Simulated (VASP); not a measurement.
# SiC (Moissanite) (P6_3mc) in VASP: a series of runs

The runs below take SiC (Moissanite) through relaxation of cell and atoms, single point, with RPBE+D3(BJ), PBE exchange alone, r2SCAN, LDA, PBEsol+D3(BJ).

Program: VASP 6.6.1. These are calculated values, not measurements. Logs are shortened: lines on timing, memory, paths and dates and some standing lists are left out, and cuts for length are marked.

## 1. The cell of the first run

It takes space group P6_3mc (No. 186, hexagonal). The conventional cell has a = 3.076 Å, b = 3.076 Å, c = 5.048 Å, α = 90.00°, β = 90.00°, γ = 120.00°. Within 2.5 Å of Si (site symmetry 3m) lie 4 C at 1.87 to 1.94 Å. Within 2.5 Å of C (site symmetry 3m) lie 4 Si at 1.87 to 1.94 Å.

## 2. Relaxation of cell and atoms, RPBE+D3(BJ)

The input, INCAR:

```
ALGO = Normal
EDIFF = 1E-7
EDIFFG = -0.01
ENCUT = 600
GGA = RP
IBRION = 2
ISIF = 3
ISMEAR = -1
IVDW = 12
LASPH = True
LCHARG = False
LREAL = False
LWAVE = False
NELM = 60
NSW = 60
PREC = Accurate
SIGMA = 0.05
```

The input, KPOINTS:

```
k-points
0
Gamma
  10 10 5
```

The input, POSCAR:

```
SiC
1.0
    3.0760000000      0.0000000000      0.0000000000
   -1.5380000000      2.6638941420      0.0000000000
    0.0000000000      0.0000000000      5.0480000000
Si C
2 2
Direct
    0.6666666667      0.3333333333      0.5000000000
    0.3333333333      0.6666666667      0.0000000000
    0.6666666667      0.3333333333      0.8850000000
    0.3333333333      0.6666666667      0.3850000000
```

Potentials or basis: VASP PAW PBE potentials, release 64 (Si, C).

Launch:

```bash
$ cat potpaw_PBE.64/Si/POTCAR potpaw_PBE.64/C/POTCAR > POTCAR
$ mpirun -np 1 vasp_std > vasp.out
```

OUTCAR:

```text
EDIFF = 1E-7
   EDIFFG = -0.01
   ENCUT = 600
   GGA = RP
   IBRION = 2
   ISIF = 3
   ISMEAR = -1
   IVDW = 12
   LASPH = True
   LREAL = False
   NELM = 60
   NSW = 60
   PREC = Accurate
 IVDW          = 12

 ion  position               nearest neighbor table
   1  0.667  0.333  0.500-   4 1.87   4 1.87   4 1.87   3 1.94   2 3.09   2 3.09   2 3.09   2 3.09
                             2 3.09   2 3.09
   2  0.333  0.667  0.000-   3 1.87   3 1.87   3 1.87   4 1.94   1 3.09   1 3.09   1 3.09   1 3.09
                             1 3.09   1 3.09
   3  0.667  0.333  0.885-   2 1.87   2 1.87   2 1.87   1 1.94
   4  0.333  0.667  0.385-   1 1.87   1 1.87   1 1.87   2 1.94

  LATTYP: Found a hexagonal cell.
 ALAT       =     3.0760000000
 C/A-ratio  =     1.6410923277

  Lattice vectors:

 A1 = (   3.0760000000,   0.0000000000,   0.0000000000)
 A2 = (  -1.5380000000,   2.6638941420,   0.0000000000)
 A3 = (   0.0000000000,   0.0000000000,   5.0480000000)

Analysis of symmetry for initial positions (statically):
=====================================================================
 Subroutine PRICEL returns:
 Original cell was already a primitive cell.

 Routine SETGRP: Setting up the symmetry group for a
 hexagonal supercell.

 Subroutine GETGRP returns: Found 12 space group operations
 (whereof  6 operations were pure point group operations)
 out of a pool of 24 trial point group operations.

The static configuration has the point symmetry C_3v.
 The point group associated with its full space group is C_6v.

Analysis of symmetry for dynamics (positions and initial velocities):
=====================================================================
 Subroutine PRICEL returns:
 Original cell was already a primitive cell.

 Routine SETGRP: Setting up the symmetry group for a
 hexagonal supercell.

 Subroutine GETGRP returns: Found 12 space group operations
 (whereof  6 operations were pure point group operations)
 out of a pool of 24 trial point group operations.

The dynamic configuration has the point symmetry C_3v.
 The point group associated with its full space group is C_6v.

 Subroutine INISYM returns: Found 12 space group operations
 (whereof  6 operations are pure point group operations),
 and found     1 'primitive' translations

----------------------------------------------------------------------------------------

                                     Primitive cell

  volume of cell :      41.3640

  direct lattice vectors                    reciprocal lattice vectors
     3.076000000  0.000000000  0.000000000     0.325097529  0.187695146  0.000000000
    -1.538000000  2.663894142  0.000000000     0.000000000  0.375390292  0.000000000
     0.000000000  0.000000000  5.048000000     0.000000000  0.000000000  0.198098257

  length of vectors
     3.076000000  3.076000000  5.048000000     0.375390292  0.375390292  0.198098257

  position of ions in fractional coordinates (direct lattice)
     0.666666667  0.333333333  0.500000000
     0.333333333  0.666666667  0.000000000
     0.666666667  0.333333333  0.885000000
     0.333333333  0.666666667  0.385000000

  ion indices of the primitive-cell ions
   primitive index   ion index
                 1           1
                 2           2
                 3           3
                 4           4

----------------------------------------------------------------------------------------

 KPOINTS: k-points

Automatic generation of k-mesh.
 Grid dimensions read from file:
 generate k-points for:   10   10    5

 Generating k-lattice:

  Cartesian coordinates                     Fractional coordinates (reciprocal lattice)
     0.032509753  0.018769515  0.000000000     0.100000000  0.000000000  0.000000000
     0.000000000  0.037539029  0.000000000     0.000000000  0.100000000  0.000000000
     0.000000000  0.000000000  0.039619651     0.000000000  0.000000000  0.200000000

  Length of vectors
     0.037539029  0.037539029  0.039619651

  Shift w.r.t. Gamma in fractional coordinates (k-lattice)
     0.000000000  0.000000000  0.000000000

 Subroutine IBZKPT returns following result:
 ===========================================

 Found     42 irreducible k-points:

 Following reciprocal coordinates:
            Coordinates               Weight
  0.000000  0.000000  0.000000      1.000000
  0.100000 -0.000000  0.000000      6.000000
  0.200000 -0.000000  0.000000      6.000000
  0.300000  0.000000  0.000000      6.000000
  0.400000 -0.000000  0.000000      6.000000
  0.500000  0.000000  0.000000      3.000000
[... 16 lines left out ...]
  0.300000  0.100000  0.200000     24.000000
  0.400000  0.100000  0.200000     24.000000
 [... further k-points ...]
   k-points           NKPTS =     42   k-points in BZ     NKDIM =     42   number of bands    NBANDS=     12
   number of dos      NEDOS =    301   number of ions     NIONS =      4
   total plane-waves  NPLWV =  31360
   dimension x,y,z NGX =    28 NGY =   28 NGZ =   40
   dimension x,y,z NGXF=    56 NGYF=   56 NGZF=   80
   ions per type =               2   2
   NGX,Y,Z   is equivalent  to a cutoff of  15.13, 15.13, 13.17 a.u.
   NGXF,Y,Z  is equivalent  to a cutoff of  30.27, 30.27, 26.35 a.u.
 SYSTEM =  unknown system
   PREC   = accura    normal or accurate (medium, high low for compatibility)
   ISTART =      0    job   : 0-new  1-cont  2-samecut
   ICHARG =      2    charge: 1-file 2-atom 10-const
   ISPIN  =      1    spin polarized calculation?
   LNONCOLLINEAR =      F non collinear calculations
   LSORBIT =      F    spin-orbit coupling
   LASPH  =      T    aspherical Exc in radial PAW
   ENCUT  =  600.0 eV  44.10 Ry    6.64 a.u.   6.14  6.14 10.08*2*pi/ulx,y,z
   NELM   =     60;   NELMIN=  2; NELMDL= -5     # of ELM steps
   EDIFF  = 0.1E-06   stopping-criterion for ELM
   LREAL  =      F    real-space projection
   EDIFFG = -.1E-01   stopping-criterion for IOM
   NSW    =     60    number of steps for IOM
   IBRION =      2    ionic relax: 0-MD 1-quasi-New 2-CG
   NFREE  =      1    steps in history (QN), initial steepest desc. (CG)
   ISIF   =      3    stress and relaxation
   ISYM   =      2    0-nonsym 1-usesym 2-fastsym
   POTIM  = 0.5000    time-step for ionic-motion
   TEBEG  =    0.0;   TEEND  =   0.0 temperature during run
   PSTRESS=    0.0 pullay stress
   NELECT =      16.0000    total number of electrons
   NUPDOWN=      -1.0000    fix difference up-down
   EMIN   =  10.00;   EMAX   =-10.00  energy-range for DOS
   EFERMI =   0.00;   METHOD = LEGACY
   ISMEAR =    -1;   SIGMA  =   0.05  broadening in eV -4-tet -1-fermi 0-gaus
   EFERMI_NEDOS =   21; number of points for ismear=-14 and -15
   IALGO  =     38    algorithm
   IMIX   =      4    mixing-type and parameters
     AMIX     =   0.40;   BMIX     =  1.00
     AMIX_MAG =   1.60;   BMIX_MAG =  1.00
  volume/ion in A,a.u.               =      10.34        69.78
  Fermi-wavevector in a.u.,A,eV,Ry     =   1.192817  2.254098 19.358549  1.422813
  Thomas-Fermi vector in A             =   2.328847
   LORBIT       =      0    0 simple, 1 ext, 2 COOP (PROOUT), +10 PAW based schemes
   GGA     = RP    functional components
   LHFCALC =     F    Hartree Fock is set to
   AEXX    =    0.0000 exact exchange contribution
   IVDW    =    12    specifies the selected vdW correction
   LEPSILON=     F    determine dielectric tensor
   LRPA    =     F    only Hartree local field effects (RPA)
 conjugate gradient relaxation of ions
 non-spin polarized calculation
  energy-cutoff  :      600.00
  volume of cell :       41.36
 maximum number of plane-waves:      1398
 NGX is ok and might be reduce to    28
   NGX = 13   NGY = 13   NGZ = 21

--------------------------------------- Ionic step        1  -------------------------------------------

 number of electron      16.0000001 magnetization

 Free energy of the ion-electron system (eV)
  ---------------------------------------------------
  ext. energy  EPLUGINS =         0.00000000
  ---------------------------------------------------
  free energy    TOTEN  =       -28.58214970 eV

  energy without entropy =      -28.58214970  energy(sigma->0) =      -28.58214970

 E-fermi :   9.4754     XC(G=0): -11.2812

 val. band max:        8.4989317080   @ k =   0.0000   0.0000   0.0000
 cond. band min:      11.0179626657   @ k =   0.3000   0.3000   0.0000
 fundamental gap:      2.5190309577
 Fermi energy:         9.4753546195

 k-point     1 :       0.0000    0.0000    0.0000
  band No.  band energies     occupation
      1      -7.2454      2.00000
      2      -3.7616      2.00000
      3      -0.1781      2.00000
      4       6.9455      2.00000
      5       6.9455      2.00000
      6       8.2224      2.00000
      7       8.2224      2.00000
      8       8.4989      2.00000
      9      13.1609      0.00000
     10      14.5527      0.00000
     11      15.0464      0.00000
     12      15.0464      0.00000
[... 510 lines left out ...]
  energy  without entropy=      -33.3183363477  energy(sigma->0) =      -33.31833635

--------------------------------------- Ionic step        5  -------------------------------------------

 number of electron      15.9999999 magnetization

 Free energy of the ion-electron system (eV)
  ---------------------------------------------------
  ext. energy  EPLUGINS =         0.00000000
  ---------------------------------------------------
  free energy    TOTEN  =       -28.33285529 eV

  energy without entropy =      -28.33285529  energy(sigma->0) =      -28.33285529

 E-fermi :  10.2191     XC(G=0): -11.6192

 val. band max:        9.2128700311   @ k =   0.0000   0.0000   0.0000
 cond. band min:      11.5705689411   @ k =   0.3000   0.3000   0.0000
 fundamental gap:      2.3576989100
 Fermi energy:        10.2190862558

 k-point     1 :       0.0000    0.0000    0.0000
  band No.  band energies     occupation
      1      -6.9791      2.00000
      2      -3.1298      2.00000
      3       0.1048      2.00000
      4       7.8602      2.00000
      5       7.8602      2.00000
      6       9.1219      2.00000
      7       9.2129      2.00000
      8       9.2129      2.00000
      9      14.6725      0.00000
     10      16.2723      0.00000
     11      16.3756      0.00000
     12      16.3756      0.00000
[... 380 lines left out ...]
  FREE ENERGIE OF THE ION-ELECTRON SYSTEM (eV)
  ---------------------------------------------------
  free  energy   TOTEN  =       -33.3213609936 eV

  energy  without entropy=      -33.3213609935  energy(sigma->0) =      -33.32136099

 reached required accuracy - stopping structural energy minimisation
```

It took 41 s on 1 thread of Intel Xeon 6975P-C (Granite Rapids), shared host; peak memory 0.2 GiB.

Results:

- Free energy: -33.3214 eV
- Relaxed volume: 9.59 Å³/atom
- Relaxed cell: a = 3.002 Å, b = 3.002 Å, c = 4.918 Å, α = 90.00°, β = 90.00°, γ = 120.00°
- Space group after relaxing (to 0.05 Å): P6_3mc (No. 186)
- Energy gained by relaxing: 48.9 meV/atom
- Ionic steps: 5
- Pressure after relaxing: 0.1 GPa
- Largest force after relaxing: 0.007 eV/Å
- Band gap on the k mesh: 2.36 eV, indirect (least direct gap 4.13 eV)
- Dispersion energy per atom: -1.247 eV

Forces in eV/Å, atoms in the order of the input:
```
Si   0.000  0.000  0.007
Si   0.000  0.000  0.007
C    0.000  0.000 -0.007
C    0.000  0.000 -0.007
```

The path:
```tsv
step	energy change (eV)	largest force (eV/Å)	pressure (GPa)	volume (Å³)
1	0.0000	0.7500	-15.86	41.36
2	0.0471	1.1072	23.04	35.53
3	-0.1924	0.1346	-0.15	38.41
4	-0.1925	0.1169	0.22	38.35
5	-0.1955	0.0068	0.08	38.38
```

Final structure:
```
Si C
1.0
     3.00195    0.00000    0.00000
    -1.50097    2.59976    0.00000
     0.00000    0.00000    4.91755
Si C
2 2
Direct
  0.66667 0.33333 0.50447
  0.33333 0.66667 0.00447
  0.66667 0.33333 0.88053
  0.33333 0.66667 0.38053
```

Caveat: the PAW data sets were made with another functional, which shifts forces and pressure a little. Expect the measured gap to be larger: semilocal functionals such as RPBE lack the derivative discontinuity.

## 3. Relaxation of cell and atoms, PBE exchange alone

The input, INCAR:

```
PREC = Accurate ; ENCUT = 600
EDIFF = 1E-6 ; ISMEAR = -1
SIGMA = 0.05 ; LREAL = False
LASPH = True ; NELM = 100
ALGO = Normal ; ISIF = 3
LWAVE = False ; LCHARG = False
GGA = PE ; ALDAC = 0.0
AGGAC = 0.0 ; IBRION = 2
NSW = 60 ; EDIFFG = -0.01
```

The input, KPOINTS:

```
Automatic mesh
0
Gamma
  10 10 5
```

POSCAR is that of step 2.

Potentials or basis: VASP PAW PBE potentials, release 64 (Si, C).

Launch:

```bash
$ cat potpaw_PBE.64/Si/POTCAR potpaw_PBE.64/C/POTCAR > POTCAR
$ mpirun -np 1 vasp_std > vasp.out
```

Wall time 59 s (1 thread of Intel Xeon 6975P-C (Granite Rapids), shared host); peak memory 0.18 GiB.

Results (log left out):

```
Free energy                            : -23.4612 eV
Relaxed volume                         : 11.42 Å³/atom
Relaxed cell                           : a = 3.177 Å, b = 3.177 Å, c = 5.223 Å, α = 90.00°, β = 90.00°, γ = 120.00°
Space group after relaxing (to 0.05 Å) : P6_3mc (No. 186)
Energy gained by relaxing              : 71.6 meV/atom
Ionic steps                            : 8
Pressure after relaxing                : 0.0 GPa
Band gap on the k mesh                 : 2.90 eV, indirect (least direct gap 4.05 eV)
```

Step by step:
| step | energy change (eV) | largest force (eV/Å) | pressure (GPa) | volume (Å³) |
| --- | --- | --- | --- | --- |
| 1 | 0.0000 | 0.7864 | 20.39 | 41.36 |
| 2 | -0.0994 | 0.4525 | -11.78 | 49.75 |
| 3 | -0.2834 | 0.0329 | -0.17 | 45.70 |
| 4 | -0.2834 | 0.0454 | 0.16 | 45.61 |
| 5 | -0.2862 | 0.0300 | -0.11 | 45.69 |
| 6 | -0.2865 | 0.0342 | -0.05 | 45.68 |
| 7 | -0.2866 | 0.0102 | 0.01 | 45.66 |
| 8 | -0.2866 | 0.0002 | 0.00 | 45.66 |

Final structure:
```xyz
4
Lattice="3.1772 0.0000 0.0000 -1.5886 2.7515 0.0000 0.0000 0.0000 5.2231" Properties=species:S:1:pos:R:3 pbc="T T T"
Si    1.5886    0.9172    2.6357
Si    0.0000    1.8344    0.0242
C     1.5886    0.9172    4.5982
C     0.0000    1.8344    1.9867
```

Levels at points of the mesh, in eV from the valence-band top:
| k point | band 6 | band 7 | band 8 | band 9 | band 10 | band 11 |
| --- | --- | --- | --- | --- | --- | --- |
| (0.00, 0.00, 0.00) | -0.11 | 0.00 | 0.00 | 4.19 | 5.30 | 6.22 |
| (0.50, 0.00, 0.00) | -3.06 | -2.89 | -1.15 | 2.90 | 4.34 | 6.26 |

Caveat: the volume moved by +10 % from the deposited cell, more than functionals usually miss.

## 4. Single point, r2SCAN

This run uses another cell than the first one, of 10.75 Å³/atom, 1.040 times its volume.

The input, POSCAR:

```
SiC
1.0
    3.1164783262      0.0000000000      0.0000000000
   -1.5582391631      2.6989494007      0.0000000000
    0.0000000000      0.0000000000      5.1144286705
Si C
2 2
Direct
    0.6666666667      0.3333333333      0.5000000000
    0.3333333333      0.6666666667      0.0000000000
    0.6666666667      0.3333333333      0.8850000000
    0.3333333333      0.6666666667      0.3850000000
```

The input, INCAR.step1:

```
ALGO = Normal
EDIFF = 1E-4
ENCUT = 520
GGA = PE
ISMEAR = -1
LASPH = T
LCHARG = F
LREAL = F
LWAVE = T
NBANDS = 16
NELM = 100
PREC = Accurate
SIGMA = 0.05
```

The input, INCAR.step2:

```
ALGO = Normal
EDIFF = 1E-7
ENCUT = 520
ISIF = 2
ISMEAR = -1
ISTART = 1
LASPH = T
LCHARG = T
LELF = T
LMIXTAU = T
LREAL = F
LVHAR = T
LWAVE = F
METAGGA = R2SCAN
NBANDS = 16
NELM = 100
PREC = Accurate
SIGMA = 0.05
```

The input, KPOINTS:

```
k-points
0
Gamma
  10 10 5
```

Launch:

```bash
$ cat potpaw_PBE.64/Si/POTCAR potpaw_PBE.64/C/POTCAR > POTCAR
$ cp INCAR.step1 INCAR
$ mpirun -np 1 vasp_std > vasp.out
$ cp INCAR.step2 INCAR
$ mpirun -np 1 vasp_std > vasp.out
```

Wall time 1.9 min (1 thread of Intel Xeon Platinum 8375C at 2.90GHz (Ice Lake), shared host); peak memory 0.17 GiB.

It converged, with:

```
Free energy            : -38.5573 eV
Pressure               : -8.3 GPa
Largest force          : 0.712 eV/Å
Band gap on the k mesh : 2.91 eV, indirect (least direct gap 4.49 eV)
```

Forces on the atoms (eV/Å):
```
Si   0.000  0.000  0.712
Si   0.000  0.000  0.712
C    0.000  0.000 -0.712
C    0.000  0.000 -0.712
```

Stress tensor (GPa, compression positive):
```
-7.40  0.00  0.00
 0.00 -7.40  0.00
 0.00  0.00 -9.97
```

Levels at points of the mesh, in eV from the valence-band top:
| k point | band 4 | band 5 | band 6 | band 7 | band 8 | band 9 | band 10 | band 11 | band 12 | band 13 |
| --- | --- | --- | --- | --- | --- | --- | --- | --- | --- | --- |
| (0.00, 0.00, 0.00) | -1.63 | -1.63 | -0.30 | -0.30 | 0.00 | 4.82 | 6.13 | 6.77 | 6.77 | 7.76 |
| (0.50, 0.00, 0.00) | -6.73 | -5.49 | -3.64 | -3.23 | -1.56 | 2.94 | 4.56 | 6.99 | 7.55 | 10.01 |

Caveat: the PAW data sets were made with another functional, which shifts forces and pressure a little. A k mesh can miss the band edges.

[end of part 1 of 2]
